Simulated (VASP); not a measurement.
Here is a VASP 6.6.1 calculation.

Contents of INCAR:

```
SYSTEM = TmHOs
PREC     = Accurate       ! precision mode
ENCUT    = 600            ! plane-wave cutoff, eV
EDIFF    = 1E-6           ! SCF threshold, eV
ISMEAR   = 0              ! smearing method
SIGMA    = 0.2            ! smearing width, eV
LREAL    = .FALSE.        ! projectors in reciprocal space
LASPH    = .TRUE.         ! aspherical terms in the spheres
NELM     = 200            ! most SCF steps
ALGO     = Normal         ! electronic algorithm
ISIF     = 2              ! what is computed and relaxed
LWAVE    = .FALSE.        ! write WAVECAR
LCHARG   = .FALSE.        ! write CHGCAR
GGA      = PE             ! functional
NBANDS   = 16             ! bands
GGA_COMPAT= .FALSE.      
LMAXMIX  = 6              ! l up to which the mixer works
```

The input KPOINTS:

```
regular mesh
0
G
  8 8 3
  0 0 0
```

POSCAR

```
TmHOs
1.0
    2.9195556926      0.0000000000      0.0000000000
   -1.4597778463      2.5284093976      0.0000000000
    0.0000000000      0.0000000000      6.3815544377
Tm H Os
1 1 1
Direct
    0.0000000000      0.0000000000      0.7811769094
    0.0000000000      0.0000000000      0.4536858082
    0.0000000000      0.0000000000      0.2000581924
```

Potentials or basis: VASP PAW PBE potentials, release 64 (Tm_3, H, Os), 4f in core.

Run with:

```bash
$ cat potpaw_PBE.64/Tm_3/POTCAR potpaw_PBE.64/H/POTCAR potpaw_PBE.64/Os/POTCAR > POTCAR
$ mpirun -np 1 vasp_std > vasp.out
```

Question: Predict the largest force.

Answer: 0.019 eV/Å.

Question: What does it give for the band gap on the k mesh?

Answer: Zero (bands 9 and 10 overlap by 0.57 eV).

Question: Estimate the pressure.

Answer: 0.6 GPa.

Stress tensor (GPa, compression positive):
```
0.59 0.00 0.00
0.00 0.59 0.00
0.00 0.00 0.75
```

Caveat: spin-orbit coupling is left out, which moves the levels of the heavy elements; the 4f electrons are frozen in the core, so they carry no moment and show no levels. Spin polarisation is off, so any magnetic state and its effect on volume and gap are missing.
